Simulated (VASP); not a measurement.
# Ag (C2/c) in VASP: single point with revPBE

Aim: the single point of Ag with revPBE.

Everything below comes from runs of VASP 6.6.1. Logs are shortened: lines on timing, memory, paths and dates and some standing lists are left out, and cuts for length are marked.

### 1 The cell of the first run

The structure is monoclinic, space group C2/c (No. 15). Conventional cell: a = 2.951 Å, b = 5.105 Å, c = 4.898 Å, α = 90.00°, β = 90.27°, γ = 90.00°. Ag (site symmetry 2) has 12 Ag at 2.95 to 2.99 Å within 3.9 Å.

This isn't the form of Ag at room conditions, which is fcc.

### 2 Single point, revPBE

Contents of INCAR:

```
SYSTEM = Ag
PREC     = Accurate       ! precision mode
ENCUT    = 520            ! plane-wave cutoff, eV
EDIFF    = 1E-7           ! SCF threshold, eV
ISMEAR   = -1             ! smearing method
SIGMA    = 0.1            ! smearing width, eV
LREAL    = .FALSE.        ! projectors in reciprocal space
LASPH    = .TRUE.         ! aspherical terms in the spheres
NELM     = 100            ! most SCF steps
ALGO     = Normal         ! electronic algorithm
ISIF     = 2              ! what is computed and relaxed
LWAVE    = .FALSE.        ! write WAVECAR
LCHARG   = .TRUE.         ! write CHGCAR
GGA      = RE             ! functional
LELF     = .TRUE.         ! ELF
LVHAR    = .TRUE.       
NBANDS   = 18             ! bands
```

Contents of KPOINTS:

```
regular mesh
0
G
  23 23 11
  0 0 0
```

Contents of POSCAR:

```
Ag
1.0
   -1.9815189940      1.6280763790      1.4542675548
    1.6280763790     -1.9815189940      1.4542675548
    3.7695167089      3.7695167089     -2.1015983515
Ag
2
Direct
    0.9580074387      0.0419925613      0.0000000000
    0.7919925613      0.2080074387      0.5000000000
```

Potentials or basis: VASP PAW PBE potentials, release 64 (Ag).

On the command line:

```sh
> cat potpaw_PBE.64/Ag/POTCAR > POTCAR
> mpirun -np 1 vasp_std > vasp.out
```

OUTCAR:

```text
SYSTEM = Ag
   PREC = Accurate
   ENCUT = 520
   EDIFF = 1E-7
   ISMEAR = -1
   LREAL = .FALSE.
   LASPH = .TRUE.
   NELM = 100
   ISIF = 2
   GGA = RE

 ion  position               nearest neighbor table
   1  0.958  0.042  0.000-   2 2.98   2 2.98   2 2.98   2 2.98   2 2.99   2 2.99
   2  0.792  0.208  0.500-   1 2.98   1 2.98   1 2.98   1 2.98   1 2.99   1 2.99

  Warning from LATTYP: Got some problem with cell dimensions!
  Tried to take original basis but could not verify dimensions!
  LATTYP: Found a base centered monoclinic cell.
 ALAT       =     2.9511726225
 B/A-ratio  =     1.7297323417
 C/A-ratio  =     1.6596746739
 COS(beta)  =    -0.0046882982

  Lattice vectors:

 A1 = (  -1.9815189940,   1.6280763790,   1.4542675548)
 A2 = (   1.6280763790,  -1.9815189940,   1.4542675548)
 A3 = (   3.4160740939,   3.4160740939,   0.8069367581)

Analysis of symmetry for initial positions (statically):
=====================================================================
 Subroutine PRICEL returns:
 Original cell was already a primitive cell.

 Routine SETGRP: Setting up the symmetry group for a
 base centered monoclinic supercell.

 Subroutine GETGRP returns: Found  4 space group operations
 (whereof  2 operations were pure point group operations)
 out of a pool of  4 trial point group operations.

The static configuration has the point symmetry C_2 .
 The point group associated with its full space group is C_2h.

Analysis of symmetry for dynamics (positions and initial velocities):
=====================================================================
 Subroutine PRICEL returns:
 Original cell was already a primitive cell.

 Routine SETGRP: Setting up the symmetry group for a
 base centered monoclinic supercell.

 Subroutine GETGRP returns: Found  4 space group operations
 (whereof  2 operations were pure point group operations)
 out of a pool of  4 trial point group operations.

The dynamic configuration has the point symmetry C_2 .
 The point group associated with its full space group is C_2h.

 Subroutine INISYM returns: Found  4 space group operations
 (whereof  2 operations are pure point group operations),
 and found     1 'primitive' translations

----------------------------------------------------------------------------------------

                                     Primitive cell

  volume of cell :      36.8936

  direct lattice vectors                    reciprocal lattice vectors
    -1.981518994  1.628076379  1.454267555    -0.035711589  0.241327773  0.368801985
     1.628076379 -1.981518994  1.454267555     0.241327773 -0.035711589  0.368801985
     3.769516709  3.769516709 -2.101598351     0.142282633  0.142282633  0.034580119

  length of vectors
     2.948210362  2.948210362  5.730203144     0.442186969  0.442186969  0.204167774

  position of ions in fractional coordinates (direct lattice)
     0.958007439  0.041992561  0.000000000
     0.791992561  0.208007439  0.500000000

  ion indices of the primitive-cell ions
   primitive index   ion index
                 1           1
                 2           2

----------------------------------------------------------------------------------------

 KPOINTS: regular mesh

Automatic generation of k-mesh.
 Grid dimensions read from file:
 generate k-points for:   23   23   11

 Generating k-lattice:

  Cartesian coordinates                     Fractional coordinates (reciprocal lattice)
    -0.001552678  0.010492512  0.016034869     0.043478261 -0.000000000  0.000000000
     0.010492512 -0.001552678  0.016034869    -0.000000000  0.043478261  0.000000000
     0.012934785  0.012934785  0.003143647     0.000000000  0.000000000  0.090909091

  Length of vectors
     0.019225520  0.019225520  0.018560707

  Shift w.r.t. Gamma in fractional coordinates (k-lattice)
     0.000000000  0.000000000  0.000000000

 Subroutine IBZKPT returns following result:
 ===========================================

 Found   1524 irreducible k-points:

 Following reciprocal coordinates:
            Coordinates               Weight
  0.000000  0.000000  0.000000      1.000000
  0.043478  0.000000  0.000000      4.000000
  0.086957 -0.000000  0.000000      4.000000
  0.130435  0.000000 -0.000000      4.000000
  0.173913  0.000000  0.000000      4.000000
  0.217391 -0.000000  0.000000      4.000000
[... 16 lines left out ...]
  0.478261  0.043478 -0.000000      4.000000
 -0.478261  0.043478  0.000000      4.000000
 [... further k-points ...]
   k-points           NKPTS =   1524   k-points in BZ     NKDIM =   1524   number of bands    NBANDS=     18
   number of dos      NEDOS =    301   number of ions     NIONS =      2
   total plane-waves  NPLWV =  27648
   dimension x,y,z NGX =    24 NGY =   24 NGZ =   48
   dimension x,y,z NGXF=    48 NGYF=   48 NGZF=   96
   ions per type =               2
   NGX,Y,Z   is equivalent  to a cutoff of  13.53, 13.53, 13.93 a.u.
   NGXF,Y,Z  is equivalent  to a cutoff of  27.07, 27.07, 27.85 a.u.
 SYSTEM =  Ag
   PREC   = accura    normal or accurate (medium, high low for compatibility)
   ISTART =      0    job   : 0-new  1-cont  2-samecut
   ICHARG =      2    charge: 1-file 2-atom 10-const
   ISPIN  =      1    spin polarized calculation?
   LNONCOLLINEAR =      F non collinear calculations
   LSORBIT =      F    spin-orbit coupling
   LASPH  =      T    aspherical Exc in radial PAW
   ENCUT  =  520.0 eV  38.22 Ry    6.18 a.u.   5.48  5.48 10.65*2*pi/ulx,y,z
   NELM   =    100;   NELMIN=  2; NELMDL= -5     # of ELM steps
   EDIFF  = 0.1E-06   stopping-criterion for ELM
   LREAL  =      F    real-space projection
   EDIFFG = 0.1E-05   stopping-criterion for IOM
   NSW    =      0    number of steps for IOM
   IBRION =     -1    ionic relax: 0-MD 1-quasi-New 2-CG
   NFREE  =      0    steps in history (QN), initial steepest desc. (CG)
   ISIF   =      2    stress and relaxation
   ISYM   =      2    0-nonsym 1-usesym 2-fastsym
   POTIM  = 0.5000    time-step for ionic-motion
   TEBEG  =    0.0;   TEEND  =   0.0 temperature during run
   PSTRESS=    0.0 pullay stress
   NELECT =      22.0000    total number of electrons
   NUPDOWN=      -1.0000    fix difference up-down
   EMIN   =  10.00;   EMAX   =-10.00  energy-range for DOS
   EFERMI =   0.00;   METHOD = LEGACY
   ISMEAR =    -1;   SIGMA  =   0.10  broadening in eV -4-tet -1-fermi 0-gaus
   EFERMI_NEDOS =   21; number of points for ismear=-14 and -15
   IALGO  =     38    algorithm
   IMIX   =      4    mixing-type and parameters
     AMIX     =   0.40;   BMIX     =  1.00
     AMIX_MAG =   1.60;   BMIX_MAG =  1.00
  volume/ion in A,a.u.               =      18.45       124.49
  Fermi-wavevector in a.u.,A,eV,Ry     =   1.377946  2.603940 25.833846  1.898734
  Thomas-Fermi vector in A             =   2.503052
   LORBIT       =      0    0 simple, 1 ext, 2 COOP (PROOUT), +10 PAW based schemes
   GGA     = RE    functional components
   LHFCALC =     F    Hartree Fock is set to
   AEXX    =    0.0000 exact exchange contribution
   IVDW    =     0    specifies the selected vdW correction
   LEPSILON=     F    determine dielectric tensor
   LRPA    =     F    only Hartree local field effects (RPA)
 non-spin polarized calculation
  energy-cutoff  :      520.00
  volume of cell :       36.89
 maximum number of plane-waves:      1020
 NGX is ok and might be reduce to    24
   NGX = 11   NGY = 11   NGZ = 21

 number of electron      22.0000000 magnetization

 Free energy of the ion-electron system (eV)
  ---------------------------------------------------
  ext. energy  EPLUGINS =         0.00000000
  ---------------------------------------------------
  free energy    TOTEN  =        -4.59534969 eV

  energy without entropy =       -4.57609985  energy(sigma->0) =       -4.58572477

 E-fermi :   7.5367     XC(G=0): -11.6436

 val. band max:        7.5308622102   @ k =  -0.1304   0.3043   0.0909
 cond. band min:       7.5371337338   @ k =  -0.1304   0.0435   0.1818
 fundamental gap:      0.0062715236
 Fermi energy:         7.5366849476

 k-point     1 :       0.0000    0.0000    0.0000
  band No.  band energies     occupation
      1       0.3061      2.00000
      2       1.5414      2.00000
      3       2.8726      2.00000
      4       3.0066      2.00000
      5       3.0187      2.00000
      6       3.2007      2.00000
[... 10 lines left out ...]
     17      25.1338      0.00000
     18      25.1777      0.00000

 k-point     2 :       0.0435    0.0000    0.0000
  band No.  band energies     occupation
      1       0.3701      2.00000
      2       1.5732      2.00000
      3       2.8510      2.00000
      4       3.0228      2.00000
      5       3.0384      2.00000
      6       3.1890      2.00000
[... 10 lines left out ...]
     17      24.7199      0.00000
     18      25.4632      0.00000

 k-point     3 :       0.0870   -0.0000    0.0000
  band No.  band energies     occupation
      1       0.5585      2.00000
      2       1.6646      2.00000
      3       2.8017      2.00000
      4       3.0442      2.00000
      5       3.0985      2.00000
      6       3.1523      2.00000
[... 10 lines left out ...]
     17      24.4380      0.00000
     18      25.5281      0.00000

 k-point     4 :       0.1304    0.0000   -0.0000
  band No.  band energies     occupation
      1       0.8574      2.00000
      2       1.8025      2.00000
      3       2.7469      2.00000
      4       3.0206      2.00000
      5       3.1009      2.00000
      6       3.1849      2.00000
[... 375 lines left out ...]
      4       2.2461      2.00000
      5       3.6034      2.00000
      6       3.7116      2.00000
[... 10 lines left out ...]
     17      20.7838      0.00000
     18      20.9157      0.00000

 k-point    23 :       0.4783    0.0435   -0.0000
  band No.  band energies     occupation
      1       1.6606      2.00000
      2       1.7063      2.00000
      3       2.2009      2.00000
      4       2.2321      2.00000
      5       3.6035      2.00000
      6       3.7086      2.00000
[... 10 lines left out ...]
     17      20.8812      0.00000
     18      21.0205      0.00000

 k-point    24 :      -0.4783    0.0435    0.0000
  band No.  band energies     occupation
      1       1.6358      2.00000
      2       1.7649      2.00000
      3       2.1955      2.00000
      4       2.2829      2.00000
      5       3.5027      2.00000
      6       3.8164      2.00000
[... 10 lines left out ...]
     17      20.7356      0.00000
     18      21.0168      0.00000

 [... further k-points ...]

------------------------ aborting loop because EDIFF is reached ----------------------------------------

  FORCE on cell =-STRESS in cart. coord.  units (eV):
  Direction    XX          YY          ZZ          XY          YZ          ZX
  --------------------------------------------------------------------------------------
  -------------------------------------------------------------------------------------
  Total       -0.0187350     -0.0187350      0.0658530     -0.0899988     -0.0094289     -0.0094288
  in kB       -0.8136028     -0.8136028      2.8597956     -3.9083771     -0.4094688     -0.4094658
  external PRESSURE =       0.4108634 kB  Pullay stress =       0.0000000 kB

 VOLUME and BASIS-vectors are now :
 -----------------------------------------------------------------------------
  energy-cutoff  :      520.00
  volume of cell :       36.89
      direct lattice vectors                 reciprocal lattice vectors
    -1.981518994  1.628076379  1.454267555    -0.035711589  0.241327773  0.368801985
     1.628076379 -1.981518994  1.454267555     0.241327773 -0.035711589  0.368801985
     3.769516709  3.769516709 -2.101598351     0.142282633  0.142282633  0.034580119

 POSITION                                       TOTAL-FORCE (eV/Angst)
 -----------------------------------------------------------------------------------
     -1.82994      1.47650      1.45427        -0.001473      0.001473     -0.000000
      0.65406      2.76201      0.40347         0.001473     -0.001473      0.000000
 -----------------------------------------------------------------------------------
    total drift:                                0.000000     -0.000000     -0.000000

  FREE ENERGIE OF THE ION-ELECTRON SYSTEM (eV)
  ---------------------------------------------------
  free  energy   TOTEN  =        -4.5953496881 eV

  energy  without entropy=       -4.5760998466  energy(sigma->0) =       -4.58572477
```

It took 4.2 min on 1 thread of Intel Xeon 6975P-C (Granite Rapids), shared host; peak memory 0.86 GiB.

What came out:

```
Free energy            : -4.5953 eV
Pressure               : 0.0 GPa
Band gap on the k mesh : zero (bands 11 and 12 overlap by 7.09 eV)
```

Forces in eV/Å, atoms in the order of the input:
```
Ag  -0.001  0.001  0.000
Ag   0.001 -0.001  0.000
```

Caveat: the PAW data sets were made with another functional, which shifts forces and pressure a little.
